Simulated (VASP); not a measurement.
# Ni (I4/mmm) in VASP: notebook

Ni is run at these levels: PBEsol; tasks: single point.

Program: VASP 6.6.1. These are calculated values, not measurements. Logs are shortened: lines on timing, memory, paths and dates and some standing lists are left out, and cuts for length are marked.

### Step 1. The cell of the first run

Symmetry: I4/mmm, No. 139, tetragonal system. Conventional cell: a = 2.767 Å, b = 2.767 Å, c = 2.740 Å, α = 90.00°, β = 90.00°, γ = 90.00°. Within 3.2 Å of Ni (site symmetry 4/mmm) lie 14 Ni at 2.39 to 2.77 Å.

This isn't the form of Ni at room conditions, which is fcc.

### Step 2. Single point, PBEsol, collinear spin, ferromagnetic start (strain -0.0100 x Voigt [0, 0, 1, 0, 0, 0])

INCAR

```
ALGO = Fast
EDIFF = 1E-7
ENCUT = 520
GGA = PS
ISIF = 2
ISMEAR = 0
ISPIN = 2
LASPH = T
LCHARG = F
LMAXMIX = 4
LORBIT = 11
LREAL = F
LWAVE = F
MAGMOM = 0.5
NBANDS = 15
NELM = 150
PREC = Accurate
SIGMA = 0.15
```

KPOINTS

```
k-points
0
Gamma
  24 24 24
```

POSCAR

```
Ni
1.0
   -1.3837154700      1.3837154700      1.3698783153
    1.3837154700     -1.3837154700      1.3698783153
    1.3837154700      1.3837154700     -1.3698783153
Ni
1
Direct
    0.0000000000      0.0000000000      0.0000000000
```

Potentials or basis: VASP PAW PBE potentials, release 64 (Ni).

Started as:

```sh
cat potpaw_PBE.64/Ni/POTCAR > POTCAR
mpirun -np 1 vasp_std > vasp.out
```

OUTCAR:

```text
EDIFF = 1E-7
   ENCUT = 520
   GGA = PS
   ISIF = 2
   ISMEAR = 0
   ISPIN = 2
   LASPH = T
   LORBIT = 11
   LREAL = F
   NELM = 150
   PREC = Accurate

 ion  position               nearest neighbor table
   1  0.000  0.000  0.000-

  LATTYP: Found a body centered tetragonal cell.
 ALAT       =     2.7674309400
 C/A-ratio  =     0.9900000000

  Lattice vectors:

 A1 = (  -1.3837154700,   1.3837154700,   1.3698783153)
 A2 = (   1.3837154700,  -1.3837154700,   1.3698783153)
 A3 = (   1.3837154700,   1.3837154700,  -1.3698783153)

Analysis of symmetry for initial positions (statically):
=====================================================================
 Subroutine PRICEL returns:
 Original cell was already a primitive cell.

 Routine SETGRP: Setting up the symmetry group for a
 body centered tetragonal supercell.

 Subroutine GETGRP returns: Found 16 space group operations
 (whereof 16 operations were pure point group operations)
 out of a pool of 16 trial point group operations.

The static configuration has the point symmetry D_4h.

Analysis of symmetry for dynamics (positions and initial velocities):
=====================================================================
 Subroutine PRICEL returns:
 Original cell was already a primitive cell.

 Routine SETGRP: Setting up the symmetry group for a
 body centered tetragonal supercell.

 Subroutine GETGRP returns: Found 16 space group operations
 (whereof 16 operations were pure point group operations)
 out of a pool of 16 trial point group operations.

The dynamic configuration has the point symmetry D_4h.

Analysis of structural, dynamic, and magnetic symmetry:
=====================================================================
 Subroutine PRICEL returns:
 Original cell was already a primitive cell.

 Routine SETGRP: Setting up the symmetry group for a
 body centered tetragonal supercell.

 Subroutine GETGRP returns: Found 16 space group operations
 (whereof 16 operations were pure point group operations)
 out of a pool of 16 trial point group operations.

The overall configuration has the point symmetry D_4h.

 Subroutine INISYM returns: Found 16 space group operations
 (whereof 16 operations are pure point group operations),
 and found     1 'primitive' translations

----------------------------------------------------------------------------------------

                                     Primitive cell

  volume of cell :      10.4915

  direct lattice vectors                    reciprocal lattice vectors
    -1.383715470  1.383715470  1.369878315     0.000000000  0.361345964  0.364995923
     1.383715470 -1.383715470  1.369878315     0.361345964  0.000000000  0.364995923
     1.383715470  1.383715470 -1.369878315     0.361345964  0.361345964  0.000000000

  length of vectors
     2.388703331  2.388703331  2.388703331     0.513607758  0.513607758  0.511020363

  position of ions in fractional coordinates (direct lattice)
     0.000000000  0.000000000  0.000000000

  ion indices of the primitive-cell ions
   primitive index   ion index
                 1           1

----------------------------------------------------------------------------------------

 KPOINTS: k-points

Automatic generation of k-mesh.
 Grid dimensions read from file:
 generate k-points for:   24   24   24

 Generating k-lattice:

  Cartesian coordinates                     Fractional coordinates (reciprocal lattice)
     0.000000000  0.015056082  0.015208163     0.041666667  0.000000000  0.000000000
     0.015056082  0.000000000  0.015208163     0.000000000  0.041666667  0.000000000
     0.015056082  0.015056082  0.000000000     0.000000000  0.000000000  0.041666667

  Length of vectors
     0.021400323  0.021400323  0.021292515

  Shift w.r.t. Gamma in fractional coordinates (k-lattice)
     0.000000000  0.000000000  0.000000000

 Subroutine IBZKPT returns following result:
 ===========================================

 Found   1063 irreducible k-points:

 Following reciprocal coordinates:
            Coordinates               Weight
  0.000000  0.000000  0.000000      1.000000
  0.041667  0.000000  0.000000      8.000000
  0.083333 -0.000000  0.000000      8.000000
  0.125000 -0.000000  0.000000      8.000000
  0.166667 -0.000000  0.000000      8.000000
  0.208333  0.000000  0.000000      8.000000
[... 16 lines left out ...]
  0.416667  0.041667  0.000000     16.000000
  0.458333  0.041667  0.000000     16.000000
 [... further k-points ...]
   k-points           NKPTS =   1063   k-points in BZ     NKDIM =   1063   number of bands    NBANDS=     15
   number of dos      NEDOS =    301   number of ions     NIONS =      1
   total plane-waves  NPLWV =   5832
   dimension x,y,z NGX =    18 NGY =   18 NGZ =   18
   dimension x,y,z NGXF=    36 NGYF=   36 NGZF=   36
   ions per type =               1
   NGX,Y,Z   is equivalent  to a cutoff of  12.53, 12.53, 12.53 a.u.
   NGXF,Y,Z  is equivalent  to a cutoff of  25.05, 25.05, 25.05 a.u.
 SYSTEM =  unknown system
   PREC   = accura    normal or accurate (medium, high low for compatibility)
   ISTART =      0    job   : 0-new  1-cont  2-samecut
   ICHARG =      2    charge: 1-file 2-atom 10-const
   ISPIN  =      2    spin polarized calculation?
   LNONCOLLINEAR =      F non collinear calculations
   LSORBIT =      F    spin-orbit coupling
   LASPH  =      T    aspherical Exc in radial PAW
   ENCUT  =  520.0 eV  38.22 Ry    6.18 a.u.   4.44  4.44  4.44*2*pi/ulx,y,z
   NELM   =    150;   NELMIN=  2; NELMDL= -5     # of ELM steps
   EDIFF  = 0.1E-06   stopping-criterion for ELM
   LREAL  =      F    real-space projection
   EDIFFG = 0.1E-05   stopping-criterion for IOM
   NSW    =      0    number of steps for IOM
   IBRION =     -1    ionic relax: 0-MD 1-quasi-New 2-CG
   NFREE  =      0    steps in history (QN), initial steepest desc. (CG)
   ISIF   =      2    stress and relaxation
   ISYM   =      2    0-nonsym 1-usesym 2-fastsym
   POTIM  = 0.5000    time-step for ionic-motion
   TEBEG  =    0.0;   TEEND  =   0.0 temperature during run
   PSTRESS=    0.0 pullay stress
   NELECT =      10.0000    total number of electrons
   NUPDOWN=      -1.0000    fix difference up-down
   EMIN   =  10.00;   EMAX   =-10.00  energy-range for DOS
   EFERMI =   0.00;   METHOD = LEGACY
   ISMEAR =     0;   SIGMA  =   0.15  broadening in eV -4-tet -1-fermi 0-gaus
   EFERMI_NEDOS =   21; number of points for ismear=-14 and -15
   IALGO  =     68    algorithm
   IMIX   =      4    mixing-type and parameters
     AMIX     =   0.40;   BMIX     =  1.00
     AMIX_MAG =   1.60;   BMIX_MAG =  1.00
  volume/ion in A,a.u.               =      10.49        70.80
  Fermi-wavevector in a.u.,A,eV,Ry     =   1.611126  3.044588 35.317031  2.595729
  Thomas-Fermi vector in A             =   2.706567
   LORBIT       =     11    0 simple, 1 ext, 2 COOP (PROOUT), +10 PAW based schemes
   GGA     = PS    functional components
   LHFCALC =     F    Hartree Fock is set to
   AEXX    =    0.0000 exact exchange contribution
   IVDW    =     0    specifies the selected vdW correction
   LEPSILON=     F    determine dielectric tensor
   LRPA    =     F    only Hartree local field effects (RPA)
 spin polarized calculation
 RMM-DIIS sequential band-by-band and
 Gauss-broadening in eV      SIGMA  =   0.15
  energy-cutoff  :      520.00
  volume of cell :       10.49
 maximum number of plane-waves:       313
 NGX is ok and might be reduce to    18
   NGX =  9   NGY =  9   NGZ =  9

 number of electron      10.0000008 magnetization       0.5131878

 Free energy of the ion-electron system (eV)
  ---------------------------------------------------
  ext. energy  EPLUGINS =         0.00000000
  ---------------------------------------------------
  free energy    TOTEN  =        -6.04331740 eV

  energy without entropy =       -6.02490248  energy(sigma->0) =       -6.03410994

 E-fermi :   9.5693     XC(G=0): -13.6475

 val. band max:        9.5686688457   @ k =  -0.1250   0.5000   0.1250
 cond. band min:       9.5694456609   @ k =  -0.1250  -0.2500   0.0417
 fundamental gap:      0.0007768152
 Fermi energy:         9.5693091053

 spin component 1

 k-point     1 :       0.0000    0.0000    0.0000
  band No.  band energies     occupation
      1       0.3926      1.00000
      2       7.1872      1.00000
      3       7.2410      1.00000
      4       7.2410      1.00000
      5       8.6631      1.00000
      6       8.7360      1.00000
      7      36.3051      0.00000
      8      36.3051      0.00000
      9      36.5532      0.00000
     10      41.4344      0.00000
     11      41.6190      0.00000
     12      42.7448      0.00000
     13      42.7448      0.00000
     14      43.0645      0.00000
[... 401 lines left out ...]
      2       6.2367      1.00000
      3       8.6238      1.00000
      4       8.7377      1.00000
      5       9.2768      0.99709
      6      10.2165      0.00000
      7      16.5084      0.00000
      8      28.4901      0.00000
      9      29.7229      0.00000
     10      34.2537      0.00000
     11      37.9785      0.00000
     12      45.8529      0.00000
     13      50.5697      0.00000
     14      52.1747      0.00000
     15      55.0169      0.00000

 [... further k-points ...]

 spin component 2

 k-point     1 :       0.0000    0.0000    0.0000
  band No.  band energies     occupation
      1       0.3998      1.00000
      2       7.7890      1.00000
      3       7.8363      1.00000
      4       7.8363      1.00000
      5       9.1425      0.99997
      6       9.2016      0.99974
      7      36.2427      0.00000
      8      36.2427      0.00000
      9      36.4909      0.00000
     10      41.4042      0.00000
     11      41.5818      0.00000
     12      42.9092      0.00000
     13      42.9092      0.00000
     14      43.2399      0.00000
[... 401 lines left out ...]
      2       6.7795      1.00000
      3       9.0737      1.00000
      4       9.1932      0.99980
      5       9.6900      0.12756
      6      10.5959      0.00000
      7      16.8217      0.00000
      8      28.4880      0.00000
      9      29.8110      0.00000
     10      34.3755      0.00000
     11      38.0816      0.00000
     12      45.8480      0.00000
     13      50.6332      0.00000
     14      52.2326      0.00000
     15      56.0444      0.00000

 [... further k-points ...]

------------------------ aborting loop because EDIFF is reached ----------------------------------------

  FORCE on cell =-STRESS in cart. coord.  units (eV):
  Direction    XX          YY          ZZ          XY          YZ          ZX
  --------------------------------------------------------------------------------------
  -------------------------------------------------------------------------------------
  Total       -0.0279445     -0.0279445     -0.0784153      0.0000000      0.0000000      0.0000000
  in kB       -4.2674757     -4.2674757    -11.9750106      0.0000000      0.0000000      0.0000000
  external PRESSURE =      -6.8366540 kB  Pullay stress =       0.0000000 kB

 VOLUME and BASIS-vectors are now :
 -----------------------------------------------------------------------------
  energy-cutoff  :      520.00
  volume of cell :       10.49
      direct lattice vectors                 reciprocal lattice vectors
    -1.383715470  1.383715470  1.369878315     0.000000000  0.361345964  0.364995923
     1.383715470 -1.383715470  1.369878315     0.361345964  0.000000000  0.364995923
     1.383715470  1.383715470 -1.369878315     0.361345964  0.361345964  0.000000000

 POSITION                                       TOTAL-FORCE (eV/Angst)
 -----------------------------------------------------------------------------------
      0.00000      0.00000      0.00000        -0.000000     -0.000000     -0.000000
 -----------------------------------------------------------------------------------
    total drift:                                0.000000      0.000000      0.000000

  FREE ENERGIE OF THE ION-ELECTRON SYSTEM (eV)
  ---------------------------------------------------
  free  energy   TOTEN  =        -6.0433174013 eV

  energy  without entropy=       -6.0249024848  energy(sigma->0) =       -6.03410994

 total charge

# of ion       s       p       d       tot
------------------------------------------
    1        0.509   0.527   8.348   9.385

 magnetization (x)

# of ion       s       p       d       tot
------------------------------------------
    1       -0.004  -0.015   0.536   0.517
```

It took 2.6 min on 1 thread of Intel Xeon 6975P-C (Granite Rapids), shared host; peak memory 0.35 GiB.

Results:

- Free energy: -6.0433 eV
- Pressure: -0.7 GPa
- Net moment: 0.51 μB per cell
- Site moments: Ni +0.52 μB
- Valence electrons inside the program's atomic spheres: Ni 9.38

Caveat: the cell differs from its parent crystal (strain -0.0100 x Voigt [0, 0, 1, 0, 0, 0]); the PAW data sets were made with another functional, which shifts forces and pressure a little.

(Continued in part 2 of 2.)
